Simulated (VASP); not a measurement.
# PtSe2 (P-3m1) in VASP: a series of runs

Runs on PtSe2. Level: PBE+D3(BJ). Tasks: single point.

Everything below comes from runs of VASP 6.6.1. Logs are shortened: lines on timing, memory, paths and dates and some standing lists are left out, and cuts for length are marked.

## 1. The cell of the first run

It takes space group P-3m1 (No. 164, trigonal). The conventional cell has a = 3.878 Å, b = 3.878 Å, c = 4.561 Å, α = 90.00°, β = 90.00°, γ = 120.00°. Pt (site symmetry -3m) has 6 Se at 2.42 Å within 3.2 Å. Within 3.2 Å of Se (site symmetry 3m) lie 3 Pt at 2.42 Å and 3 Se at 2.90 Å.

## 2. Single point, PBE+D3(BJ) (c/a of the conventional cell at fixed volume 1.1762)

Input file INCAR:

```
PREC = Accurate ; ENCUT = 520
EDIFF = 1E-6 ; ISMEAR = 0
SIGMA = 0.15 ; LREAL = F
LASPH = T ; NELM = 80
ALGO = Normal ; ISIF = 2
LWAVE = F ; LCHARG = F
GGA = PE ; IVDW = 12
NBANDS = 18
```

Input file KPOINTS:

```
regular mesh
0
Gamma
  12 12 8
```

Input file POSCAR:

```
PtSe2
1.0
    3.8778354291      0.0000000000      0.0000000000
   -1.9389177145      3.3583039933      0.0000000000
    0.0000000000      0.0000000000      4.5611100317
Pt Se
1 2
Direct
    0.0000000000      0.0000000000      0.0000000000
    0.3333333333      0.6666666667      0.2026831210
    0.6666666667      0.3333333333      0.7973168790
```

Potentials or basis: VASP PAW PBE potentials, release 64 (Pt, Se).

Started as:

```console
$ cat potpaw_PBE.64/Pt/POTCAR potpaw_PBE.64/Se/POTCAR > POTCAR
$ mpirun -np 1 vasp_std > vasp.out
```

OUTCAR:

```text
PREC = Accurate
   ENCUT = 520
   EDIFF = 1E-6
   ISMEAR = 0
   LREAL = F
   LASPH = T
   NELM = 80
   ISIF = 2
   GGA = PE
   IVDW = 12
 IVDW          = 12

 ion  position               nearest neighbor table
   1  0.000  0.000  0.000-   2 2.42   3 2.42   2 2.42   3 2.42   3 2.42   2 2.42
   2  0.333  0.667  0.203-   1 2.42   1 2.42   1 2.42
   3  0.667  0.333  0.797-   1 2.42   1 2.42   1 2.42

  LATTYP: Found a hexagonal cell.
 ALAT       =     3.8778354291
 C/A-ratio  =     1.1762000000

  Lattice vectors:

 A1 = (   3.8778354291,   0.0000000000,   0.0000000000)
 A2 = (  -1.9389177145,   3.3583039933,   0.0000000000)
 A3 = (   0.0000000000,   0.0000000000,   4.5611100317)

Analysis of symmetry for initial positions (statically):
=====================================================================
 Subroutine PRICEL returns:
 Original cell was already a primitive cell.

 Routine SETGRP: Setting up the symmetry group for a
 hexagonal supercell.

 Subroutine GETGRP returns: Found 12 space group operations
 (whereof 12 operations were pure point group operations)
 out of a pool of 24 trial point group operations.

The static configuration has the point symmetry D_3d.

Analysis of symmetry for dynamics (positions and initial velocities):
=====================================================================
 Subroutine PRICEL returns:
 Original cell was already a primitive cell.

 Routine SETGRP: Setting up the symmetry group for a
 hexagonal supercell.

 Subroutine GETGRP returns: Found 12 space group operations
 (whereof 12 operations were pure point group operations)
 out of a pool of 24 trial point group operations.

The dynamic configuration has the point symmetry D_3d.

 Subroutine INISYM returns: Found 12 space group operations
 (whereof 12 operations are pure point group operations),
 and found     1 'primitive' translations

----------------------------------------------------------------------------------------

                                     Primitive cell

  volume of cell :      59.3991

  direct lattice vectors                    reciprocal lattice vectors
     3.877835429  0.000000000  0.000000000     0.257875822  0.148884675  0.000000000
    -1.938917715  3.358303993  0.000000000     0.000000000  0.297769351  0.000000000
     0.000000000  0.000000000  4.561110032     0.000000000  0.000000000  0.219244875

  length of vectors
     3.877835429  3.877835429  4.561110032     0.297769351  0.297769351  0.219244875
[... 83 lines left out ...]
   EDIFF  = 0.1E-05   stopping-criterion for ELM
   LREAL  =      F    real-space projection
   EDIFFG = 0.1E-04   stopping-criterion for IOM
   NSW    =      0    number of steps for IOM
   IBRION =     -1    ionic relax: 0-MD 1-quasi-New 2-CG
   NFREE  =      0    steps in history (QN), initial steepest desc. (CG)
   ISIF   =      2    stress and relaxation
   ISYM   =      2    0-nonsym 1-usesym 2-fastsym
   POTIM  = 0.5000    time-step for ionic-motion
   TEBEG  =    0.0;   TEEND  =   0.0 temperature during run
   PSTRESS=    0.0 pullay stress
   NELECT =      22.0000    total number of electrons
   NUPDOWN=      -1.0000    fix difference up-down
   EMIN   =  10.00;   EMAX   =-10.00  energy-range for DOS
   EFERMI =   0.00;   METHOD = LEGACY
   ISMEAR =     0;   SIGMA  =   0.15  broadening in eV -4-tet -1-fermi 0-gaus
   EFERMI_NEDOS =   21; number of points for ismear=-14 and -15
   IALGO  =     38    algorithm
   IMIX   =      4    mixing-type and parameters
     AMIX     =   0.40;   BMIX     =  1.00
     AMIX_MAG =   1.60;   BMIX_MAG =  1.00
  volume/ion in A,a.u.               =      19.80       133.61
  Fermi-wavevector in a.u.,A,eV,Ry     =   1.175680  2.221713 18.806288  1.382223
  Thomas-Fermi vector in A             =   2.312056
   LORBIT       =      0    0 simple, 1 ext, 2 COOP (PROOUT), +10 PAW based schemes
   GGA     = PE    functional components
   LHFCALC =     F    Hartree Fock is set to
   AEXX    =    0.0000 exact exchange contribution
   IVDW    =    12    specifies the selected vdW correction
   LEPSILON=     F    determine dielectric tensor
   LRPA    =     F    only Hartree local field effects (RPA)
 non-spin polarized calculation
 Gauss-broadening in eV      SIGMA  =   0.15
  energy-cutoff  :      520.00
  volume of cell :       59.40
 maximum number of plane-waves:      1616
 NGX is ok and might be reduce to    30
   NGX = 15   NGY = 15   NGZ = 17

 number of electron      21.9999997 magnetization

 Free energy of the ion-electron system (eV)
  ---------------------------------------------------
  ext. energy  EPLUGINS =         0.00000000
  ---------------------------------------------------
  free energy    TOTEN  =       -13.13201966 eV

  energy without entropy =      -13.12777924  energy(sigma->0) =      -13.12989945

 E-fermi :   6.9631     XC(G=0): -10.6541

 val. band max:        6.9290219864   @ k =   0.1667   0.0833   0.0000
 cond. band min:       6.9701191018   @ k =   0.1667   0.1667   0.5000
 fundamental gap:      0.0410971153
 Fermi energy:         6.9630552400

 k-point     1 :       0.0000    0.0000    0.0000
  band No.  band energies     occupation
      1      -9.8805      2.00000
      2      -5.5133      2.00000
      3      -1.0672      2.00000
      4      -1.0672      2.00000
      5       0.1822      2.00000
      6       2.5333      2.00000
[... 481 lines left out ...]
      5       0.7088      2.00000
      6       2.0350      2.00000
[... 10 lines left out ...]
     17      14.7200      0.00000
     18      15.9622      0.00000

 [... further k-points ...]

------------------------ aborting loop because EDIFF is reached ----------------------------------------

 Edisp (eV)   -1.45528

 E8    (eV) :    -0.6229

  FORCE on cell =-STRESS in cart. coord.  units (eV):
  Direction    XX          YY          ZZ          XY          YZ          ZX
  --------------------------------------------------------------------------------------
  -------------------------------------------------------------------------------------
  Total       6.81504     6.81504     5.31521     0.00000     0.00000    -0.00000
  in kB     183.82267   183.82267   143.36775     0.00000     0.00000    -0.00000
  external pressure =      170.34 kB  Pullay stress =        0.00 kB

 VOLUME and BASIS-vectors are now :
 -----------------------------------------------------------------------------
  energy-cutoff  :      520.00
  volume of cell :       59.40
      direct lattice vectors                 reciprocal lattice vectors
     3.877835429  0.000000000  0.000000000     0.257875822  0.148884675  0.000000000
    -1.938917715  3.358303993  0.000000000     0.000000000  0.297769351  0.000000000
     0.000000000  0.000000000  4.561110032     0.000000000  0.000000000  0.219244875

 POSITION                                       TOTAL-FORCE (eV/Angst)
 -----------------------------------------------------------------------------------
      0.00000      0.00000      0.00000        -0.000000      0.000000      0.000000
     -0.00000      2.23887      0.92446        -0.000000      0.000000      3.420012
      1.93892      1.11943      3.63665         0.000000     -0.000000     -3.420012
 -----------------------------------------------------------------------------------
    total drift:                                0.000000     -0.000000      0.000000

  FREE ENERGIE OF THE ION-ELECTRON SYSTEM (eV)
  ---------------------------------------------------
  free  energy   TOTEN  =       -14.5872947053 eV

  energy  without entropy=      -14.5830542871  energy(sigma->0) =      -14.58517450
```

stdout:

```text
POSCAR found type information on POSCAR PtSe
 POSCAR found :  2 types and       3 ions
 scaLAPACK will be used
 LDA part: xc-table for (Slater+PW92), standard interpolation
 POSCAR, INCAR and KPOINTS ok, starting setup
 FFT: planning ... GRIDC
 FFT: planning ... GRID_SOFT
 FFT: planning ... GRID
 WAVECAR not read
 entering main loop
```

Wall time 49 s (1 thread of Intel Xeon 6975P-C (Granite Rapids), shared host); peak memory 0.29 GiB.

Results:

```yaml
Free_energy: -14.5873 eV
Pressure: 17.0 GPa
Largest_force: 3.420 eV/Å
Band_gap_on_the_k_mesh: 0.04 eV, indirect (least direct gap 0.19 eV)
Dispersion_energy_per_atom: -0.485 eV
```

Forces in eV/Å, atoms in the order of the input:
```
Pt   0.000  0.000  0.000
Se   0.000  0.000  3.420
Se   0.000  0.000 -3.420
```

Caveat: spin-orbit coupling is left out, which moves the levels of the heavy elements; forces of over 1 eV/Å act on the atoms, so gaps and moduli don't describe the material at rest.

## 3. Single point, PBE+D3(BJ) (c/a of the conventional cell at fixed volume 1.3808)

Input file INCAR:

```
SYSTEM = PtSe2
  PREC = Accurate
  ENCUT = 520
  EDIFF = 1E-6
  ISMEAR = 0
  SIGMA = 0.15
  LREAL = .False.
  LASPH = .True.
  NELM = 100
  ALGO = Normal
  ISIF = 2
  LWAVE = .False.
  LCHARG = .True.
  GGA = PE
  IVDW = 12
  LELF = .True.
  LVHAR = .True.
  NBANDS = 18
```

Input file KPOINTS:

```
regular mesh
0
Gamma
  12 12 8
  0 0 0
```

Input file POSCAR:

```
PtSe2
1.0
    3.6759774598      0.0000000000      0.0000000000
   -1.8379887299      3.1834898639      0.0000000000
    0.0000000000      0.0000000000      5.0757896765
Pt Se
1 2
Direct
    0.0000000000      0.0000000000      0.0000000000
    0.3333333333      0.6666666667      0.2026831210
    0.6666666667      0.3333333333      0.7973168790
```

Potentials or basis: VASP PAW PBE potentials, release 64 (Pt, Se).

Started as:

```console
$ cat potpaw_PBE.64/Pt/POTCAR potpaw_PBE.64/Se/POTCAR > POTCAR
$ mpirun -np 1 vasp_std > vasp.out
```

Run time: 44 s. Hardware: 1 thread of Intel Xeon 6975P-C (Granite Rapids), shared host; peak memory 0.29 GiB.

Results (log left out):

```yaml
Free_energy: -14.2779 eV
Pressure: 29.9 GPa
Largest_force: 4.588 eV/Å
Band_gap_on_the_k_mesh: 0.31 eV, direct
Dispersion_energy_per_atom: -0.483 eV
```

Forces in eV/Å, atoms in the order of the input:
```
Pt   0.000  0.000  0.000
Se   0.000  0.000  4.588
Se   0.000  0.000 -4.588
```

Stress tensor (GPa, compression positive):
```
33.64  0.00  0.00
 0.00 33.64  0.00
 0.00  0.00 22.35
```

Levels at points of the mesh, in eV from the valence-band top:
```csv
k point,band 8,band 9,band 10,band 11,band 12,band 13,band 14,band 15
"(0.00, 0.00, 0.00)",-2.19,-1.42,-1.42,-0.70,2.44,2.44,4.43,4.83
"(0.50, 0.00, 0.00)",-4.53,-4.50,-2.99,-2.84,1.40,2.99,4.46,5.87
"(0.00, 0.00, 0.50)",-2.80,-1.56,-1.56,-1.32,2.85,2.85,4.60,6.46
"(0.50, 0.00, 0.50)",-4.40,-4.30,-3.20,-1.41,1.78,2.20,5.00,5.09
```

Caveat: spin-orbit coupling is left out, which moves the levels of the heavy elements; forces of over 1 eV/Å act on the atoms, so gaps and moduli don't describe the material at rest.

[end of part 1 of 2]
